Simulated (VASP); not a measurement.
# MoS2 (Cmcm) in VASP: notebook

Runs on MoS2. Level: PBE. Tasks: single point.

Program: VASP 6.6.1. These are calculated values, not measurements. Logs are shortened: lines on timing, memory, paths and dates and some standing lists are left out, and cuts for length are marked.

## (1) The cell of the first run

The structure is orthorhombic, space group Cmcm (No. 63). Conventional cell: a = 2.994 Å, b = 5.849 Å, c = 14.510 Å, α = 90.00°, β = 90.00°, γ = 90.00°. Mo (site symmetry m2m) has 6 S at 2.37 to 2.50 Å and 2 Mo at 2.99 Å within 3.1 Å. S (site symmetry m) has 3 Mo at 2.37 to 2.50 Å and 7 S at 2.99 to 3.29 Å within 3.3 Å.

## (2) Single point, PBE (strain -0.0600 x Voigt [1, -1, 0, 0, 0, 0])

INCAR reads:

```
ALGO = Normal
EDIFF = 1E-6
ENCUT = 520
GGA = PE
ISIF = 2
ISMEAR = 0
LASPH = True
LCHARG = False
LREAL = False
LWAVE = False
NBANDS = 35
NELM = 60
PREC = Accurate
SIGMA = 0.05
```

KPOINTS reads:

```
k-points
0
Gamma
  12 12 2
```

POSCAR reads:

```
MoS2
1.0
    2.9944473223      0.0000000000      0.0000000000
   -1.4972236612      2.9243228708      0.0000000000
    0.0000000000      0.0000000000     14.5104515858
Mo S
2 4
Direct
    0.3333333333      0.6666666667      0.2500000000
    0.6666666667      0.3333333333      0.7500000000
    0.3333333333      0.6666666667      0.6423151295
    0.6666666667      0.3333333333      0.1423151295
    0.3333333333      0.6666666667      0.8576848705
    0.6666666667      0.3333333333      0.3576848705
```

Potentials or basis: VASP PAW PBE potentials, release 64 (Mo_sv, S).

Started as:

```console
> cat potpaw_PBE.64/Mo_sv/POTCAR potpaw_PBE.64/S/POTCAR > POTCAR
> mpirun -np 1 vasp_std > vasp.out
```

OUTCAR:

```text
EDIFF = 1E-6
   ENCUT = 520
   GGA = PE
   ISIF = 2
   ISMEAR = 0
   LASPH = True
   LREAL = False
   NELM = 60
   PREC = Accurate

 ion  position               nearest neighbor table
   1  0.333  0.667  0.250-   4 2.37   6 2.37   4 2.37   6 2.37   4 2.50   6 2.50
   2  0.667  0.333  0.750-   3 2.37   5 2.37   3 2.37   5 2.37   3 2.50   5 2.50
   3  0.333  0.667  0.642-   2 2.37   2 2.37   2 2.50
   4  0.667  0.333  0.142-   1 2.37   1 2.37   1 2.50
   5  0.333  0.667  0.858-   2 2.37   2 2.37   2 2.50
   6  0.667  0.333  0.358-   1 2.37   1 2.37   1 2.50

  LATTYP: Found a base centered orthorhombic cell.
 ALAT       =     2.9944473223
 B/A-ratio  =     1.9531636767
 C/A-ratio  =     4.8457862250

  Lattice vectors:

 A1 = (   1.4972236612,  -2.9243228708,   0.0000000000)
 A2 = (   1.4972236611,   2.9243228708,   0.0000000000)
 A3 = (   0.0000000000,   0.0000000000,  14.5104515858)

Analysis of symmetry for initial positions (statically):
=====================================================================
 Subroutine PRICEL returns:
 Original cell was already a primitive cell.

 Routine SETGRP: Setting up the symmetry group for a
 base centered orthorhombic supercell.

 Subroutine GETGRP returns: Found  8 space group operations
 (whereof  4 operations were pure point group operations)
 out of a pool of  8 trial point group operations.

The static configuration has the point symmetry C_2h.
 The point group associated with its full space group is D_2h.

Analysis of symmetry for dynamics (positions and initial velocities):
=====================================================================
 Subroutine PRICEL returns:
 Original cell was already a primitive cell.

 Routine SETGRP: Setting up the symmetry group for a
 base centered orthorhombic supercell.

 Subroutine GETGRP returns: Found  8 space group operations
 (whereof  4 operations were pure point group operations)
 out of a pool of  8 trial point group operations.

The dynamic configuration has the point symmetry C_2h.
 The point group associated with its full space group is D_2h.

 Subroutine INISYM returns: Found  8 space group operations
 (whereof  4 operations are pure point group operations),
 and found     1 'primitive' translations

----------------------------------------------------------------------------------------

                                     Primitive cell

  volume of cell :     127.0641

  direct lattice vectors                    reciprocal lattice vectors
     2.994447322  0.000000000  0.000000000     0.333951442  0.170979752  0.000000000
    -1.497223661  2.924322871  0.000000000     0.000000000  0.341959505  0.000000000
     0.000000000  0.000000000 14.510451586     0.000000000  0.000000000  0.068915843

  length of vectors
     2.994447322  3.285322350 14.510451586     0.375176813  0.341959505  0.068915843

  position of ions in fractional coordinates (direct lattice)
     0.333333333  0.666666667  0.250000000
     0.666666667  0.333333333  0.750000000
     0.333333333  0.666666667  0.642315129
     0.666666667  0.333333333  0.142315129
     0.333333333  0.666666667  0.857684871
     0.666666667  0.333333333  0.357684871

  ion indices of the primitive-cell ions
   primitive index   ion index
                 1           1
                 2           2
                 3           3
                 4           4
                 5           5
                 6           6

----------------------------------------------------------------------------------------

 KPOINTS: k-points

Automatic generation of k-mesh.
 Grid dimensions read from file:
 generate k-points for:   12   12    2

 Generating k-lattice:

  Cartesian coordinates                     Fractional coordinates (reciprocal lattice)
     0.027829287  0.014248313  0.000000000     0.083333333  0.000000000  0.000000000
     0.000000000  0.028496625  0.000000000     0.000000000  0.083333333  0.000000000
     0.000000000  0.000000000  0.034457921     0.000000000  0.000000000  0.500000000

  Length of vectors
     0.031264734  0.028496625  0.034457921

  Shift w.r.t. Gamma in fractional coordinates (k-lattice)
     0.000000000  0.000000000  0.000000000

 Subroutine IBZKPT returns following result:
 ===========================================

 Found     86 irreducible k-points:

 Following reciprocal coordinates:
            Coordinates               Weight
  0.000000  0.000000  0.000000      1.000000
  0.083333 -0.000000  0.000000      4.000000
  0.166667  0.000000  0.000000      4.000000
  0.250000  0.000000  0.000000      4.000000
  0.333333 -0.000000  0.000000      4.000000
  0.416667 -0.000000  0.000000      4.000000
[... 16 lines left out ...]
  0.333333  0.166667  0.000000      4.000000
  0.416667  0.166667  0.000000      4.000000
 [... further k-points ...]
   k-points           NKPTS =     86   k-points in BZ     NKDIM =     86   number of bands    NBANDS=     35
   number of dos      NEDOS =    301   number of ions     NIONS =      6
   total plane-waves  NPLWV =  62208
   dimension x,y,z NGX =    24 NGY =   24 NGZ =  108
   dimension x,y,z NGXF=    48 NGYF=   48 NGZF=  216
   ions per type =               2   4
   NGX,Y,Z   is equivalent  to a cutoff of  13.32, 12.14, 12.37 a.u.
   NGXF,Y,Z  is equivalent  to a cutoff of  26.65, 24.29, 24.75 a.u.
 SYSTEM =  unknown system
   PREC   = accura    normal or accurate (medium, high low for compatibility)
   ISTART =      0    job   : 0-new  1-cont  2-samecut
   ICHARG =      2    charge: 1-file 2-atom 10-const
   ISPIN  =      1    spin polarized calculation?
   LNONCOLLINEAR =      F non collinear calculations
   LSORBIT =      F    spin-orbit coupling
   LASPH  =      T    aspherical Exc in radial PAW
   ENCUT  =  520.0 eV  38.22 Ry    6.18 a.u.   5.57  6.11 26.98*2*pi/ulx,y,z
   NELM   =     60;   NELMIN=  2; NELMDL= -5     # of ELM steps
   EDIFF  = 0.1E-05   stopping-criterion for ELM
   LREAL  =      F    real-space projection
[... 7 lines left out ...]
   TEBEG  =    0.0;   TEEND  =   0.0 temperature during run
   PSTRESS=    0.0 pullay stress
   NELECT =      52.0000    total number of electrons
   NUPDOWN=      -1.0000    fix difference up-down
   EMIN   =  10.00;   EMAX   =-10.00  energy-range for DOS
   EFERMI =   0.00;   METHOD = LEGACY
   ISMEAR =     0;   SIGMA  =   0.05  broadening in eV -4-tet -1-fermi 0-gaus
   EFERMI_NEDOS =   21; number of points for ismear=-14 and -15
   IALGO  =     38    algorithm
   IMIX   =      4    mixing-type and parameters
     AMIX     =   0.40;   BMIX     =  1.00
     AMIX_MAG =   1.60;   BMIX_MAG =  1.00
  volume/ion in A,a.u.               =      21.18       142.91
  Fermi-wavevector in a.u.,A,eV,Ry     =   1.215444  2.296856 20.099944  1.477304
  Thomas-Fermi vector in A             =   2.350831
   LORBIT       =      0    0 simple, 1 ext, 2 COOP (PROOUT), +10 PAW based schemes
   GGA     = PE    functional components
   LHFCALC =     F    Hartree Fock is set to
   AEXX    =    0.0000 exact exchange contribution
   IVDW    =     0    specifies the selected vdW correction
   LEPSILON=     F    determine dielectric tensor
   LRPA    =     F    only Hartree local field effects (RPA)
 non-spin polarized calculation
 Gauss-broadening in eV      SIGMA  =   0.05
  energy-cutoff  :      520.00
  volume of cell :      127.06
 maximum number of plane-waves:      3472
 NGX is ok and might be reduce to    24
   NGX = 11   NGY = 13   NGZ = 53

 number of electron      52.0000003 magnetization

 Free energy of the ion-electron system (eV)
  ---------------------------------------------------
  ext. energy  EPLUGINS =         0.00000000
  ---------------------------------------------------
  free energy    TOTEN  =       -43.27921498 eV

  energy without entropy =      -43.27921498  energy(sigma->0) =      -43.27921498

 E-fermi :   5.2369     XC(G=0):  -9.5934

 val. band max:        4.9610287913   @ k =   0.0000   0.0000   0.0000
 cond. band min:       6.5158004106   @ k =   0.3333   0.3333   0.0000
 fundamental gap:      1.5547716194
 Fermi energy:         5.2369406626

 k-point     1 :       0.0000    0.0000    0.0000
  band No.  band energies     occupation
      1     -55.9895      2.00000
      2     -55.9895      2.00000
      3     -30.1538      2.00000
      4     -30.1538      2.00000
      5     -30.0240      2.00000
      6     -30.0240      2.00000
[... 27 lines left out ...]
     34       8.3798      0.00000
     35      10.6436      0.00000

 k-point     2 :       0.0833   -0.0000    0.0000
  band No.  band energies     occupation
      1     -55.9860      2.00000
      2     -55.9860      2.00000
      3     -30.1476      2.00000
      4     -30.1476      2.00000
      5     -30.0305      2.00000
      6     -30.0305      2.00000
[... 27 lines left out ...]
     34       8.0925      0.00000
     35      11.0372      0.00000

 k-point     3 :       0.1667    0.0000    0.0000
  band No.  band energies     occupation
      1     -55.9765      2.00000
      2     -55.9765      2.00000
      3     -30.1307      2.00000
      4     -30.1307      2.00000
      5     -30.0511      2.00000
      6     -30.0511      2.00000
[... 27 lines left out ...]
     34       8.1328      0.00000
     35      11.6429      0.00000

 k-point     4 :       0.2500    0.0000    0.0000
  band No.  band energies     occupation
      1     -55.9635      2.00000
      2     -55.9635      2.00000
      3     -30.1075      2.00000
      4     -30.1075      2.00000
      5     -30.0990      2.00000
      6     -30.0990      2.00000
[... 27 lines left out ...]
     34       8.6207      0.00000
     35      11.9531      0.00000

 k-point     5 :       0.3333   -0.0000    0.0000
  band No.  band energies     occupation
      1     -55.9504      2.00000
      2     -55.9504      2.00000
      3     -30.1913      2.00000
      4     -30.1913      2.00000
      5     -30.0842      2.00000
      6     -30.0842      2.00000
[... 638 lines left out ...]
 k-point    22 :       0.2500    0.1667    0.0000
  band No.  band energies     occupation
      1     -55.9549      2.00000
      2     -55.9549      2.00000
      3     -30.1951      2.00000
      4     -30.1951      2.00000
      5     -30.0886      2.00000
      6     -30.0886      2.00000
[... 27 lines left out ...]
     34       9.1401      0.00000
     35      12.5498      0.00000

 k-point    23 :       0.3333    0.1667    0.0000
  band No.  band energies     occupation
      1     -55.9441      2.00000
      2     -55.9441      2.00000
      3     -30.2293      2.00000
      4     -30.2293      2.00000
      5     -30.0970      2.00000
      6     -30.0970      2.00000
[... 27 lines left out ...]
     34       9.2571      0.00000
     35      12.2309      0.00000

 k-point    24 :       0.4167    0.1667    0.0000
  band No.  band energies     occupation
      1     -55.9377      2.00000
      2     -55.9377      2.00000
      3     -30.2686      2.00000
      4     -30.2686      2.00000
      5     -30.1175      2.00000
      6     -30.1175      2.00000
[... 27 lines left out ...]
     34       9.3457      0.00000
     35      11.5614      0.00000

 [... further k-points ...]
[... 5 lines left out ...]
  --------------------------------------------------------------------------------------
  -------------------------------------------------------------------------------------
  Total        8.8931244     -5.7662350     -0.0418836      0.0000000     -0.0000000      0.0000000
  in kB      112.1352151    -72.7076303     -0.5281188      0.0000000     -0.0000000      0.0000000
  external PRESSURE =      12.9664887 kB  Pullay stress =       0.0000000 kB

 VOLUME and BASIS-vectors are now :
 -----------------------------------------------------------------------------
  energy-cutoff  :      520.00
  volume of cell :      127.06
      direct lattice vectors                 reciprocal lattice vectors
     2.994447322  0.000000000  0.000000000     0.333951442  0.170979752  0.000000000
    -1.497223661  2.924322871  0.000000000     0.000000000  0.341959505  0.000000000
     0.000000000  0.000000000 14.510451586     0.000000000  0.000000000  0.068915843

 POSITION                                       TOTAL-FORCE (eV/Angst)
 -----------------------------------------------------------------------------------
     -0.00000      1.94955      3.62761        -0.000000      0.538309      0.000000
      1.49722      0.97477     10.88284         0.000000     -0.538309      0.000000
     -0.00000      1.94955      9.32028        -0.000000      0.269442      0.004258
      1.49722      0.97477      2.06506         0.000000     -0.269442      0.004258
     -0.00000      1.94955     12.44539        -0.000000      0.269442     -0.004258
      1.49722      0.97477      5.19017         0.000000     -0.269442     -0.004258
 -----------------------------------------------------------------------------------
    total drift:                               -0.000000      0.000000     -0.000000

  FREE ENERGIE OF THE ION-ELECTRON SYSTEM (eV)
  ---------------------------------------------------
  free  energy   TOTEN  =       -43.2792149774 eV

  energy  without entropy=      -43.2792149774  energy(sigma->0) =      -43.27921498
```

Wall time 2.3 min (1 thread of Intel Xeon Platinum 8559C (Emerald Rapids), shared host); peak memory 0.44 GiB.

What came out:

| Quantity | Value |
| --- | --- |
| Free energy | -43.2792 eV |
| Pressure | 1.3 GPa |
| Largest force | 0.538 eV/Å |
| Band gap on the k mesh | 1.55 eV (least direct gap 1.62 eV) |

Forces on the atoms (eV/Å):
```
Mo   0.000  0.538  0.000
Mo   0.000 -0.538  0.000
S    0.000  0.269  0.004
S    0.000 -0.269  0.004
S    0.000  0.269 -0.004
S    0.000 -0.269 -0.004
```

Caveat: the cell differs from its parent crystal (strain -0.0600 x Voigt [1, -1, 0, 0, 0, 0]); the stress differs along the axes, from -7 to 11 GPa; this functional lacks dispersion, which binds layers or chains, so the pressure and a relaxed spacing across them are unreliable. A k mesh can miss the band edges.

## (3) Single point, PBE (strain +0.0600 x Voigt [1, -1, 0, 0, 0, 0])

INCAR reads:

```
PREC = Accurate
ENCUT = 520
EDIFF = 1E-6
ISMEAR = 0
SIGMA = 0.05
LREAL = False
LASPH = True
NELM = 60
ALGO = Normal
ISIF = 2
LWAVE = False
LCHARG = False
GGA = PE
NBANDS = 35
```

KPOINTS reads:

```
regular mesh
0
Gamma
  12 12 2
```

POSCAR: that of step 2 with these lines changed.

```diff
@@ -2,4 +2,4 @@
 1.0
-    2.9944473223      0.0000000000      0.0000000000
-   -1.4972236612      2.9243228708      0.0000000000
+    3.3767171933      0.0000000000      0.0000000000
+   -1.6883585966      2.5932674514      0.0000000000
     0.0000000000      0.0000000000     14.5104515858
```

Potentials or basis: VASP PAW PBE potentials, release 64 (Mo_sv, S).

Started as:

```console
> cat potpaw_PBE.64/Mo_sv/POTCAR potpaw_PBE.64/S/POTCAR > POTCAR
> mpirun -np 1 vasp_std > vasp.out
```

Run time: 3.2 min. Hardware: 1 thread of Intel Xeon Platinum 8559C (Emerald Rapids), shared host; peak memory 0.44 GiB.

It converged, with:

* Free energy: -43.3168 eV
* Pressure: 1.2 GPa
* Largest force: 0.949 eV/Å
* Band gap on the k mesh: 1.50 eV (least direct gap 1.64 eV)

Forces on the atoms (eV/Å):
```
Mo   0.000 -0.949  0.000
Mo   0.000  0.949  0.000
S    0.000 -0.475 -0.011
S    0.000  0.475 -0.011
S    0.000 -0.475  0.011
S    0.000  0.475  0.011
```

Stress tensor (GPa, compression positive):
```
-6.24  0.00  0.00
 0.00  9.79  0.00
 0.00  0.00  0.08
```

Levels at points of the mesh, in eV from the valence-band top:
| k point | band 23 | band 24 | band 25 | band 26 | band 27 | band 28 | band 29 | band 30 |
| --- | --- | --- | --- | --- | --- | --- | --- | --- |
| (0.00, 0.00, 0.00) | -1.43 | -1.26 | -0.44 | 0.00 | 2.12 | 2.12 | 2.44 | 2.45 |
| (0.50, 0.00, 0.00) | -1.03 | -1.03 | -0.76 | -0.76 | 1.85 | 1.85 | 2.74 | 2.79 |
| (0.00, 0.50, 0.00) | -1.88 | -1.87 | -0.50 | -0.49 | 2.27 | 2.27 | 2.62 | 2.74 |
| (0.00, 0.00, 0.50) | -1.39 | -1.39 | -0.18 | -0.18 | 2.12 | 2.12 | 2.45 | 2.45 |
| (0.50, 0.00, 0.50) | -1.03 | -1.03 | -0.76 | -0.76 | 1.85 | 1.85 | 2.77 | 2.77 |
| (0.00, 0.50, 0.50) | -1.89 | -1.89 | -0.50 | -0.50 | 2.27 | 2.27 | 2.68 | 2.68 |

Caveat: the cell differs from its parent crystal (strain +0.0600 x Voigt [1, -1, 0, 0, 0, 0]); the stress differs along the axes, from -6 to 10 GPa; this functional lacks dispersion, which binds layers or chains, so the pressure and a relaxed spacing across them are unreliable.

## (4) Single point, PBE (strain +0.0300 x Voigt [1, -1, 0, 0, 0, 0])

INCAR reads:

```
PREC     = Accurate       # precision mode
ENCUT    = 520            # plane-wave cutoff, eV
EDIFF    = 1E-6           # SCF threshold, eV
ISMEAR   = 0              # smearing method
SIGMA    = 0.05           # smearing width, eV
LREAL    = False          # projectors in reciprocal space
LASPH    = True           # aspherical terms in the spheres
NELM     = 100            # most SCF steps
ALGO     = Normal         # electronic algorithm
ISIF     = 2              # what is computed and relaxed
LWAVE    = False          # write WAVECAR
LCHARG   = True           # write CHGCAR
GGA      = PE             # functional
LELF     = True           # ELF
LVHAR    = True         
NBANDS   = 35             # bands
```

KPOINTS reads:

```
Automatic mesh
0
Gamma
  12 12 2
```

POSCAR: that of step 3 with these lines changed.

```diff
@@ -2,4 +2,4 @@
 1.0
-    3.3767171933      0.0000000000      0.0000000000
-   -1.6883585966      2.5932674514      0.0000000000
+    3.2811497255      0.0000000000      0.0000000000
+   -1.6405748628      2.6760313063      0.0000000000
     0.0000000000      0.0000000000     14.5104515858
```

Started as:

```console
> cat potpaw_PBE.64/Mo_sv/POTCAR potpaw_PBE.64/S/POTCAR > POTCAR
> mpirun -np 1 vasp_std > vasp.out
```

Wall time 8.8 min (1 thread of Intel Xeon 8259CL, shared host); peak memory 0.44 GiB.

The run converged. Its results:

| Quantity | Value |
| --- | --- |
| Free energy | -43.6131 eV |
| Pressure | 0.2 GPa |
| Largest force | 0.411 eV/Å |
| Band gap on the k mesh | 1.45 eV (least direct gap 1.66 eV) |

Forces in eV/Å, atoms in the order of the input:
```
Mo   0.000 -0.411  0.000
Mo   0.000  0.411  0.000
S    0.000 -0.206  0.010
S    0.000  0.206  0.010
S    0.000 -0.206 -0.010
S    0.000  0.206 -0.010
```

Stress tensor (GPa, compression positive):
```
-3.85  0.00  0.00
 0.00  4.58  0.00
 0.00  0.00 -0.09
```

Levels at points of the mesh, in eV from the valence-band top:
```csv
k point,band 23,band 24,band 25,band 26,band 27,band 28,band 29,band 30
"(0.00, 0.00, 0.00)",-1.60,-1.47,-0.45,0.00,2.29,2.29,2.57,2.59
"(0.50, 0.00, 0.00)",-1.05,-1.03,-0.91,-0.90,1.93,1.93,2.56,2.62
"(0.00, 0.50, 0.00)",-1.57,-1.55,-0.69,-0.68,2.08,2.08,2.55,2.64
"(0.00, 0.00, 0.50)",-1.58,-1.58,-0.18,-0.18,2.29,2.29,2.58,2.58
"(0.50, 0.00, 0.50)",-1.04,-1.04,-0.91,-0.91,1.93,1.93,2.59,2.59
"(0.00, 0.50, 0.50)",-1.56,-1.56,-0.69,-0.69,2.08,2.08,2.59,2.59
```

Caveat: the cell differs from its parent crystal (strain +0.0300 x Voigt [1, -1, 0, 0, 0, 0]); the stress differs along the axes, from -4 to 5 GPa; this functional lacks dispersion, which binds layers or chains, so the pressure and a relaxed spacing across them are unreliable. A k mesh can miss the band edges.

## (5) Summary

```csv
cell,gap on the mesh (eV),pressure (GPa),largest force (eV/Å)
"a = 2.994, b = 3.285, c = 14.510 Å, angles 90.0, 90.0, 117.1°, 6 atoms",1.55,1.3,0.54
"a = 3.377, b = 3.094, c = 14.510 Å, angles 90.0, 90.0, 123.1°, 6 atoms",1.50,1.2,0.95
"a = 3.281, b = 3.139, c = 14.510 Å, angles 90.0, 90.0, 121.5°, 6 atoms",1.45,0.2,0.41
```

Alike in all rows: task single point; level PBE; potentials or basis VASP PAW PBE potentials, release 64 (Mo_sv, S); no spin polarisation; k mesh 12 × 12 × 2; cutoff (eV) 520; smearing gaussian 0.05 eV.

Caveats: this functional lacks dispersion, which binds layers or chains, so the pressure and a relaxed spacing across them are unreliable; the stress differs along the axes, from -7 to 11 GPa (at least some runs); the stress differs along the axes, from -6 to 10 GPa (at least some runs); the stress differs along the axes, from -4 to 5 GPa (at least some runs).

Absolute energies hang on the potentials; compare differences alone.
